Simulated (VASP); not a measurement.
# Cu (I4/mmm) in VASP: settings compared, part 2 of 2

VASP 6.6.1.

### 4 Single point, r2SCAN

This run uses another cell than the first one: it holds 2 atoms, not 1.

The input, POSCAR:

```
Cu
1.0
    2.8855866400      0.0000000000      0.0000000000
    0.0000000000      2.8855866400      0.0000000000
    0.0000000000      0.0000000000      2.7521629000
Cu
2
Direct
    0.0000000000      0.0000000000      0.0000000000
    0.5000000000      0.5000000000      0.5000000000
```

The input, INCAR.step1:

```
SYSTEM = Cu
  PREC = Accurate
  ENCUT = 660
  ISMEAR = 0
  SIGMA = 0.01
  LREAL = .False.
  LASPH = .True.
  NELM = 120
  NBANDS = 18
  GGA = PE
  ALGO = Normal
  EDIFF = 1E-5
  LWAVE = .True.
  LCHARG = .False.
  GGA_COMPAT = .False.
```

The input, INCAR.step2:

```
SYSTEM = Cu
  PREC = Accurate
  ENCUT = 660
  EDIFF = 1E-6
  ISMEAR = 0
  SIGMA = 0.01
  LREAL = .False.
  LASPH = .True.
  NELM = 120
  ALGO = Normal
  ISIF = 2
  LWAVE = .False.
  LCHARG = .False.
  METAGGA = R2SCAN
  LMIXTAU = .True.
  NBANDS = 18
  ISTART = 1
  GGA_COMPAT = .False.
```

The input, KPOINTS:

```
Automatic mesh
0
Gamma
  9 9 10
  0 0 0
```

Potentials or basis: VASP PAW PBE potentials, release 64 (Cu).

On the command line:

```sh
> cat potpaw_PBE.64/Cu/POTCAR > POTCAR
> cp INCAR.step1 INCAR
> mpirun -np 1 vasp_std > vasp.out
> cp INCAR.step2 INCAR
> mpirun -np 1 vasp_std > vasp.out
```

OUTCAR:

```text
SYSTEM = Cu
   PREC = Accurate
   ENCUT = 660
   EDIFF = 1E-6
   ISMEAR = 0
   LREAL = .False.
   LASPH = .True.
   NELM = 120
   ISIF = 2
   METAGGA = R2SCAN
   ISTART = 1

 ion  position               nearest neighbor table
   1  0.000  0.000  0.000-   2 2.46   2 2.46   2 2.46   2 2.46   2 2.46   2 2.46   2 2.46   2 2.46

   2  0.500  0.500  0.500-   1 2.46   1 2.46   1 2.46   1 2.46   1 2.46   1 2.46   1 2.46   1 2.46

  LATTYP: Found a simple tetragonal cell.
 ALAT       =     2.8855866400
 C/A-ratio  =     0.9537620052

  Lattice vectors:

 A1 = (   2.8855866400,   0.0000000000,   0.0000000000)
 A2 = (   0.0000000000,   2.8855866400,   0.0000000000)
 A3 = (   0.0000000000,   0.0000000000,   2.7521629000)

Analysis of symmetry for initial positions (statically):
=====================================================================
 Subroutine PRICEL returns following result:

  LATTYP: Found a body centered tetragonal cell.
 ALAT       =     2.8855866400
 C/A-ratio  =     0.9537620052

  Lattice vectors:

 A1 = (  -1.4427933200,  -1.4427933200,  -1.3760814500)
 A2 = (   1.4427933200,   1.4427933200,  -1.3760814500)
 A3 = (   1.4427933200,  -1.4427933200,   1.3760814500)

   2 primitive cells build up your supercell.

 Routine SETGRP: Setting up the symmetry group for a
 simple tetragonal supercell.

 Subroutine GETGRP returns: Found 16 space group operations
 (whereof 16 operations were pure point group operations)
 out of a pool of 16 trial point group operations.

The static configuration has the point symmetry D_4h.

Analysis of symmetry for dynamics (positions and initial velocities):
=====================================================================
 Subroutine PRICEL returns following result:

  LATTYP: Found a body centered tetragonal cell.
 ALAT       =     2.8855866400
 C/A-ratio  =     0.9537620052

[... 127 lines left out ...]
   EFERMI =   0.00;   METHOD = LEGACY
   ISMEAR =     0;   SIGMA  =   0.01  broadening in eV -4-tet -1-fermi 0-gaus
   EFERMI_NEDOS =   21; number of points for ismear=-14 and -15
   IALGO  =     38    algorithm
   IMIX   =      4    mixing-type and parameters
     AMIX     =   0.40;   BMIX     =  1.00
     AMIX_MAG =   1.60;   BMIX_MAG =  1.00
  volume/ion in A,a.u.               =      11.46        77.32
  Fermi-wavevector in a.u.,A,eV,Ry     =   1.614984  3.051878 35.486359  2.608174
  Thomas-Fermi vector in A             =   2.709805
   LORBIT       =      0    0 simple, 1 ext, 2 COOP (PROOUT), +10 PAW based schemes
   METAGGA = R2SCAN    functional components
   LHFCALC =     F    Hartree Fock is set to
   AEXX    =    0.0000 exact exchange contribution
   IVDW    =     0    specifies the selected vdW correction
   LEPSILON=     F    determine dielectric tensor
   LRPA    =     F    only Hartree local field effects (RPA)
 non-spin polarized calculation
 Gauss-broadening in eV      SIGMA  =   0.01
  energy-cutoff  :      660.00
  volume of cell :       22.92
 maximum number of plane-waves:       902
   NGX = 13   NGY = 13   NGZ = 11

 number of electron      21.9999976 magnetization

 Free energy of the ion-electron system (eV)
  ---------------------------------------------------
  ext. energy  EPLUGINS =         0.00000000
  ---------------------------------------------------
  free energy    TOTEN  =       -21.58546341 eV

  energy without entropy =      -21.58532689  energy(sigma->0) =      -21.58539515

 E-fermi :   7.6118     XC(G=0): -13.9498

 val. band max:        7.5995909310   @ k =   0.4444   0.3333   0.2000
 cond. band min:       7.6121420185   @ k =   0.3333   0.1111   0.5000
 fundamental gap:      0.0125510875
 Fermi energy:         7.6117844284

 k-point     1 :       0.0000    0.0000    0.0000
  band No.  band energies     occupation
      1      -2.1285      2.00000
      2       2.7679      2.00000
      3       2.8145      2.00000
      4       4.3559      2.00000
      5       4.5444      2.00000
      6       4.5444      2.00000
[... 481 lines left out ...]
      5       4.4415      2.00000
      6       4.5861      2.00000
[... 10 lines left out ...]
     17      27.0741      0.00000
     18      28.8150      0.00000

 [... further k-points ...]

------------------------ aborting loop because EDIFF is reached ----------------------------------------

  FORCE on cell =-STRESS in cart. coord.  units (eV):
  Direction    XX          YY          ZZ          XY          YZ          ZX
  --------------------------------------------------------------------------------------
  -------------------------------------------------------------------------------------
  Total        0.2994877      0.2994877     -0.0533189      0.0000000      0.0000000      0.0000000
  in kB       20.9385759     20.9385759     -3.7277691      0.0000000      0.0000000      0.0000000
  external PRESSURE =      12.7164609 kB  Pullay stress =       0.0000000 kB

 VOLUME and BASIS-vectors are now :
 -----------------------------------------------------------------------------
  energy-cutoff  :      660.00
  volume of cell :       22.92
      direct lattice vectors                 reciprocal lattice vectors
     2.885586640  0.000000000  0.000000000     0.346549983  0.000000000  0.000000000
     0.000000000  2.885586640  0.000000000     0.000000000  0.346549983  0.000000000
     0.000000000  0.000000000  2.752162900     0.000000000  0.000000000  0.363350585

 POSITION                                       TOTAL-FORCE (eV/Angst)
 -----------------------------------------------------------------------------------
      0.00000      0.00000      0.00000         0.000000     -0.000000      0.000000
      1.44279      1.44279      1.37608        -0.000000      0.000000     -0.000000
 -----------------------------------------------------------------------------------
    total drift:                                0.000000      0.000000     -0.000000

  FREE ENERGIE OF THE ION-ELECTRON SYSTEM (eV)
  ---------------------------------------------------
  free  energy   TOTEN  =       -21.5854634146 eV

  energy  without entropy=      -21.5853268937  energy(sigma->0) =      -21.58539515
```

OUTCAR.step1:

```text
SYSTEM = Cu
   PREC = Accurate
   ENCUT = 660
   ISMEAR = 0
   LREAL = .False.
   LASPH = .True.
[... 747 lines left out ...]
      0.00000      0.00000      0.00000        -0.000000     -0.000000      0.000000
      1.44279      1.44279      1.37608         0.000000      0.000000     -0.000000
 -----------------------------------------------------------------------------------
    total drift:                                0.000000      0.000000     -0.000000

  FREE ENERGIE OF THE ION-ELECTRON SYSTEM (eV)
  ---------------------------------------------------
  free  energy   TOTEN  =        -7.3585589537 eV

  energy  without entropy=       -7.3583722739  energy(sigma->0) =       -7.35846561
```

OSZICAR.step1:

```text
N       E                     dE             d eps       ncg     rms          rms(c)
DAV:   1     0.133239224140E+03    0.13324E+03   -0.12263E+04  3576   0.263E+03
DAV:   2    -0.123603516037E+01   -0.13448E+03   -0.12789E+03  3248   0.316E+02
DAV:   3    -0.908573560803E+01   -0.78497E+01   -0.74876E+01  3604   0.997E+01
DAV:   4    -0.917251410473E+01   -0.86778E-01   -0.86709E-01  3806   0.112E+01
DAV:   5    -0.917363710476E+01   -0.11230E-02   -0.11230E-02  3900   0.110E+00    0.108E+01
DAV:   6    -0.802782370412E+01    0.11458E+01   -0.11274E+01  3452   0.957E+01    0.521E+00
DAV:   7    -0.738531298234E+01    0.64251E+00   -0.21808E+00  3488   0.392E+01    0.853E-01
DAV:   8    -0.736167668124E+01    0.23636E-01   -0.12959E-02  3780   0.128E+00    0.416E-01
DAV:   9    -0.735854024558E+01    0.31364E-02   -0.51441E-03  3786   0.200E+00    0.435E-02
DAV:  10    -0.735856416738E+01   -0.23922E-04   -0.20377E-04  3568   0.154E-01    0.333E-02
DAV:  11    -0.735855895368E+01    0.52137E-05   -0.23842E-05  2374   0.122E-01
   1 F= -.73585590E+01 E0= -.73584656E+01  d E =-.186680E-03
```

Wall time 2.6 min (1 thread of Intel Xeon 8259CL, shared host); peak memory 0.17 GiB.

Results:

- Free energy: -21.5855 eV
- Pressure: 1.3 GPa
- Band gap on the k mesh: zero (bands 11 and 12 overlap by 6.20 eV)

Levels at points of the mesh, in eV from the Fermi level:
| k point | band 9 | band 10 | band 11 | band 12 | band 13 | band 14 |
| --- | --- | --- | --- | --- | --- | --- |
| (0.00, 0.00, 0.00) | -1.49 | -1.49 | -1.42 | 8.34 | 8.34 | 10.28 |
| (0.00, 0.00, 0.50) | -2.33 | -2.33 | -0.94 | -0.94 | 15.51 | 15.51 |

Caveat: the PAW data sets were made with another functional, which shifts forces and pressure a little.

### 5 Summary

| level | cell | k mesh | cutoff (eV) | smearing | grid for exact exchange (PRECFOCK) | share of exact exchange | screening parameter | gap on the mesh (eV) | pressure (GPa) |
| --- | --- | --- | --- | --- | --- | --- | --- | --- | --- |
| HSE06 | a = 2.428 Å, angles 108.2, 108.2, 112.0°, 1 atom, atomic positions A | 8 × 8 × 8 | 520 | fermi-dirac 0.05 eV | Normal | 0.25 | 0.2079 1/Å | none | 15.1 |
| PBE | a = 2.886, b = 2.886, c = 2.752 Å, 2 atoms, atomic positions B | 9 × 9 × 9 | 600 | fermi-dirac 0.04 eV | - | - | - | none | 8.1 |
| r2SCAN | a = 2.886, b = 2.886, c = 2.752 Å, 2 atoms, atomic positions B | 9 × 9 × 10 | 660 | gaussian 0.01 eV | - | - | - | none | 1.3 |

Alike in all rows: task single point; potentials or basis VASP PAW PBE potentials, release 64 (Cu); no spin polarisation.

Caveats: some runs use coarse meshes; the PAW data sets were made with another functional, which shifts forces and pressure a little (at least some runs); the cell stands under pressure (at least some runs).

Absolute energies hang on the potentials; compare differences alone.

The gap in the log of VASP goes by the Fermi energy; the results here count the filled bands.